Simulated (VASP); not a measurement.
# Al3GaN4 (Pm) in VASP: notebook

The runs below take Al3GaN4 through single point, with r2SCAN.

Everything below comes from runs of VASP 6.6.1. Logs are shortened: lines on timing, memory, paths and dates and some standing lists are left out, and cuts for length are marked.

## Step 1: The cell of the first run

Symmetry: Pm, No. 6, monoclinic system. Conventional cell: a = 5.038 Å, b = 2.812 Å, c = 5.410 Å, α = 90.00°, β = 90.03°, γ = 90.00°. Al (site symmetry m) has 4 N at 1.76 to 1.90 Å within 2.3 Å. Within 2.3 Å of Al (site symmetry m) lie 4 N at 1.77 to 1.90 Å. Within 2.4 Å of Al (site symmetry m) lie 4 N at 1.77 to 1.90 Å. Within 2.4 Å of Ga (site symmetry m) lie 4 N at 1.81 to 1.96 Å. N (site symmetry m) has 3 Al at 1.77 to 1.89 Å and 1 Ga at 1.96 Å within 2.3 Å. Within 2.4 Å of N (site symmetry m) lie 4 Al at 1.77 to 1.90 Å. Within 2.4 Å of N (site symmetry m) lie 2 Ga at 1.81 Å and 2 Al at 1.88 to 1.89 Å. N (site symmetry m) has 3 Al at 1.76 to 1.90 Å and 1 Ga at 1.94 Å within 2.3 Å.

## Step 2: Single point, r2SCAN (strain -0.1000 x Voigt [0, 1, 0, 0, 0, 0])

File POSCAR:

```
Al3GaN4
1.0
    5.0380821985      0.0000000000      0.0000609633
    0.0000000000      2.8124539446      0.0000000000
   -0.0032907418      0.0000000000      5.4103929818
Al Ga N
3 1 4
Direct
    0.5002216625      0.5000000000      0.1672550745
    0.0006683705      0.5000000000      0.8349019374
    0.0010043255      0.0000000000      0.3316444641
    0.4994946875      0.0000000000      0.6662044640
    0.1107069781      0.0000000000      0.6663170124
    0.1226755900      0.5000000000      0.1671322918
    0.6254135993      0.5000000000      0.8406810063
    0.6234137866      0.0000000000      0.3258647496
```

File INCAR.step1:

```
SYSTEM = Al3GaN4
PREC = Accurate
ENCUT = 520
ISMEAR = 0
SIGMA = 0.05
LREAL = .FALSE.
LASPH = .TRUE.
NELM = 60
NBANDS = 31
GGA = PE
ALGO = Normal
EDIFF = 1E-4
LWAVE = .TRUE.
LCHARG = .FALSE.
```

File INCAR.step2:

```
SYSTEM = Al3GaN4
PREC = Accurate
ENCUT = 520
EDIFF = 1E-6
ISMEAR = 0
SIGMA = 0.05
LREAL = .FALSE.
LASPH = .TRUE.
NELM = 60
ALGO = Normal
ISIF = 2
LWAVE = .FALSE.
LCHARG = .TRUE.
METAGGA = R2SCAN
LMIXTAU = .TRUE.
LELF = .TRUE.
LVHAR = .TRUE.
NBANDS = 31
ISTART = 1
```

File KPOINTS:

```
Automatic mesh
0
G
  6 8 4
  0 0 0
```

Potentials or basis: VASP PAW PBE potentials, release 64 (Al, Ga_d, N).

On the command line:

```console
cat potpaw_PBE.64/Al/POTCAR potpaw_PBE.64/Ga_d/POTCAR potpaw_PBE.64/N/POTCAR > POTCAR
cp INCAR.step1 INCAR
mpirun -np 1 vasp_std > vasp.out
cp INCAR.step2 INCAR
mpirun -np 1 vasp_std > vasp.out
```

OUTCAR:

```text
SYSTEM = Al3GaN4
   PREC = Accurate
   ENCUT = 520
   EDIFF = 1E-6
   ISMEAR = 0
   LREAL = .FALSE.
   LASPH = .TRUE.
   NELM = 60
   ISIF = 2
   METAGGA = R2SCAN
   ISTART = 1

 ion  position               nearest neighbor table
   1  0.500  0.500  0.167-   8 1.76   8 1.76   7 1.88   6 1.90   3 3.02   3 3.02   3 3.02   3 3.02
                             4 3.04   4 3.04   4 3.05   4 3.05   2 3.09   2 3.10
   2  0.001  0.500  0.835-   5 1.77   5 1.77   7 1.89   6 1.90   4 3.02   4 3.02   4 3.03   4 3.03
                             3 3.03   3 3.03   3 3.06   3 3.06   1 3.09   1 3.10
   3  0.001  0.000  0.332-   6 1.77   6 1.77   5 1.89   8 1.90   1 3.02   1 3.02   1 3.02   1 3.02
                             2 3.03   2 3.03   2 3.06   2 3.06   4 3.09   4 3.11
   4  0.499  0.000  0.666-   7 1.81   7 1.81   8 1.94   5 1.96   2 3.02   2 3.02   2 3.03   2 3.03
                             1 3.04   1 3.04   1 3.05   1 3.05   3 3.09   3 3.11
   5  0.111  0.000  0.666-   2 1.77   2 1.77   3 1.89   4 1.96
   6  0.123  0.500  0.167-   3 1.77   3 1.77   2 1.90   1 1.90
   7  0.625  0.500  0.841-   4 1.81   4 1.81   1 1.88   2 1.89
   8  0.623  0.000  0.326-   1 1.76   1 1.76   3 1.90   4 1.94

  LATTYP: Found a simple monoclinic cell.
 ALAT       =     5.0380821989
 B/A-ratio  =     0.5582389952
 C/A-ratio  =     1.0738995056
 COS(beta)  =    -0.0005961254

  Lattice vectors:

 A1 = (   5.0380821985,   0.0000000000,   0.0000609633)
 A2 = (   0.0000000000,   2.8124539446,   0.0000000000)
 A3 = (  -0.0032907418,   0.0000000000,   5.4103929818)

Analysis of symmetry for initial positions (statically):
=====================================================================
 Subroutine PRICEL returns:
 Original cell was already a primitive cell.

 Routine SETGRP: Setting up the symmetry group for a
 simple monoclinic supercell.

 Subroutine GETGRP returns: Found  2 space group operations
 (whereof  2 operations were pure point group operations)
 out of a pool of  4 trial point group operations.

The static configuration has the point symmetry C_1h.

Analysis of symmetry for dynamics (positions and initial velocities):
=====================================================================
 Subroutine PRICEL returns:
 Original cell was already a primitive cell.

 Routine SETGRP: Setting up the symmetry group for a
 simple monoclinic supercell.

 Subroutine GETGRP returns: Found  2 space group operations
 (whereof  2 operations were pure point group operations)
 out of a pool of  4 trial point group operations.

The dynamic configuration has the point symmetry C_1h.

[... 113 lines left out ...]
   NSW    =      0    number of steps for IOM
   IBRION =     -1    ionic relax: 0-MD 1-quasi-New 2-CG
   NFREE  =      0    steps in history (QN), initial steepest desc. (CG)
   ISIF   =      2    stress and relaxation
   ISYM   =      2    0-nonsym 1-usesym 2-fastsym
   POTIM  = 0.5000    time-step for ionic-motion
   TEBEG  =    0.0;   TEEND  =   0.0 temperature during run
   PSTRESS=    0.0 pullay stress
   NELECT =      42.0000    total number of electrons
   NUPDOWN=      -1.0000    fix difference up-down
   EMIN   =  10.00;   EMAX   =-10.00  energy-range for DOS
   EFERMI =   0.00;   METHOD = LEGACY
   ISMEAR =     0;   SIGMA  =   0.05  broadening in eV -4-tet -1-fermi 0-gaus
   EFERMI_NEDOS =   21; number of points for ismear=-14 and -15
   IALGO  =     38    algorithm
   IMIX   =      4    mixing-type and parameters
     AMIX     =   0.40;   BMIX     =  1.00
     AMIX_MAG =   1.60;   BMIX_MAG =  1.00
  volume/ion in A,a.u.               =       9.58        64.67
  Fermi-wavevector in a.u.,A,eV,Ry     =   1.339568  2.531416 24.414872  1.794442
  Thomas-Fermi vector in A             =   2.467950
   LORBIT       =      0    0 simple, 1 ext, 2 COOP (PROOUT), +10 PAW based schemes
   METAGGA = R2SCAN    functional components
   LHFCALC =     F    Hartree Fock is set to
   AEXX    =    0.0000 exact exchange contribution
   IVDW    =     0    specifies the selected vdW correction
   LEPSILON=     F    determine dielectric tensor
   LRPA    =     F    only Hartree local field effects (RPA)
 non-spin polarized calculation
 Gauss-broadening in eV      SIGMA  =   0.05
  energy-cutoff  :      520.00
  volume of cell :       76.66
 maximum number of plane-waves:      2078
 NGX is ok and might be reduce to    40
   NGX = 19   NGY = 11   NGZ = 21

 number of electron      42.0000004 magnetization

 Free energy of the ion-electron system (eV)
  ---------------------------------------------------
  ext. energy  EPLUGINS =         0.00000000
  ---------------------------------------------------
  free energy    TOTEN  =       -77.96279847 eV

  energy without entropy =      -77.96279847  energy(sigma->0) =      -77.96279847

 E-fermi :   7.6098     XC(G=0): -12.2761

 val. band max:        7.3181393826   @ k =   0.0000   0.0000   0.0000
 cond. band min:      11.5258150777   @ k =   0.0000   0.0000   0.0000
 fundamental gap:      4.2076756951
 Fermi energy:         7.6097800689

 k-point     1 :       0.0000    0.0000    0.0000
  band No.  band energies     occupation
      1     -10.1914      2.00000
      2      -8.6262      2.00000
      3      -8.3703      2.00000
      4      -7.5370      2.00000
      5      -6.4614      2.00000
      6      -6.3558      2.00000
[... 805 lines left out ...]
     30      19.3385      0.00000
     31      20.0032      0.00000

 [... further k-points ...]
[... 5 lines left out ...]
  --------------------------------------------------------------------------------------
  -------------------------------------------------------------------------------------
  Total        3.9996413     32.1254616      7.3032616      0.0000000      0.0000000      0.2009196
  in kB       83.5895812    671.3986706    152.6328306      0.0000000      0.0000000      4.1990719
  external PRESSURE =     302.5403608 kB  Pullay stress =       0.0000000 kB

 VOLUME and BASIS-vectors are now :
 -----------------------------------------------------------------------------
  energy-cutoff  :      520.00
  volume of cell :       76.66
      direct lattice vectors                 reciprocal lattice vectors
     5.038082198  0.000000000  0.000060963     0.198488225  0.000000000  0.000120726
     0.000000000  2.812453945  0.000000000     0.000000000  0.355561378  0.000000000
    -0.003290742  0.000000000  5.410392982    -0.000002237  0.000000000  0.184829456

 POSITION                                       TOTAL-FORCE (eV/Angst)
 -----------------------------------------------------------------------------------
      2.51961      1.40623      0.90495        -1.011968      0.000000     -1.436748
      0.00062      1.40623      4.51715        -0.888077      0.000000      1.509829
      0.00397      0.00000      1.79433        -0.929182      0.000000      1.386613
      2.51430      0.00000      3.60446        -1.072007      0.000000     -1.699040
      0.55556      0.00000      3.60504         0.789758      0.000000     -1.665438
      0.61750      1.40623      0.90426         0.929293      0.000000     -1.546945
      3.14812      1.40623      4.54845         1.089891      0.000000      1.863434
      3.13974      0.00000      1.76309         1.092293      0.000000      1.588295
 -----------------------------------------------------------------------------------
    total drift:                                0.051842     -0.000000     -0.000267

  FREE ENERGIE OF THE ION-ELECTRON SYSTEM (eV)
  ---------------------------------------------------
  free  energy   TOTEN  =       -77.9627984673 eV

  energy  without entropy=      -77.9627984673  energy(sigma->0) =      -77.96279847
```

OSZICAR.step1:

```text
N       E                     dE             d eps       ncg     rms          rms(c)
DAV:   1     0.352233908844E+03    0.35223E+03   -0.19182E+04  4717   0.176E+03
DAV:   2    -0.172540539039E+02   -0.36949E+03   -0.34269E+03  5081   0.488E+02
DAV:   3    -0.636862090110E+02   -0.46432E+02   -0.45857E+02  4924   0.134E+02
DAV:   4    -0.654723299565E+02   -0.17861E+01   -0.17804E+01  5811   0.297E+01
DAV:   5    -0.655101214882E+02   -0.37792E-01   -0.37779E-01  5083   0.404E+00    0.182E+01
DAV:   6    -0.548508901939E+02    0.10659E+02   -0.29279E+01  6608   0.594E+01    0.596E+00
DAV:   7    -0.549929579071E+02   -0.14207E+00   -0.39848E+00  5244   0.121E+01    0.439E+00
DAV:   8    -0.549741333729E+02    0.18825E-01   -0.46804E-01  5934   0.754E+00    0.958E-01
DAV:   9    -0.549476518178E+02    0.26482E-01   -0.98895E-02  6941   0.490E+00    0.454E-01
DAV:  10    -0.549472599344E+02    0.39188E-03   -0.17500E-02  5418   0.831E-01    0.163E-01
DAV:  11    -0.549476550701E+02   -0.39514E-03   -0.12559E-03  5959   0.337E-01    0.472E-02
DAV:  12    -0.549476795365E+02   -0.24466E-04   -0.10525E-04  3447   0.137E-01
   1 F= -.54947680E+02 E0= -.54947680E+02  d E =-.298628E-13
```

It took 6.4 min on 1 thread of Intel Xeon Platinum 8488C (Sapphire Rapids), shared host; peak memory 0.3 GiB.

Results:

| Quantity | Value |
| --- | --- |
| Free energy | -77.9628 eV |
| Pressure | 30.3 GPa |
| Largest force | 2.159 eV/Å |
| Band gap on the k mesh | 4.21 eV, direct |

Forces on the atoms (eV/Å):
```
Al  -1.012  0.000 -1.437
Al  -0.888  0.000  1.510
Al  -0.929  0.000  1.387
Ga  -1.072  0.000 -1.699
N    0.790  0.000 -1.665
N    0.929  0.000 -1.547
N    1.090  0.000  1.863
N    1.092  0.000  1.588
```

Caveat: the cell differs from its parent crystal (strain -0.1000 x Voigt [0, 1, 0, 0, 0, 0]); the PAW data sets were made with another functional, which shifts forces and pressure a little. A k mesh can miss the band edges.

(Part 1 of 2 ends here.)
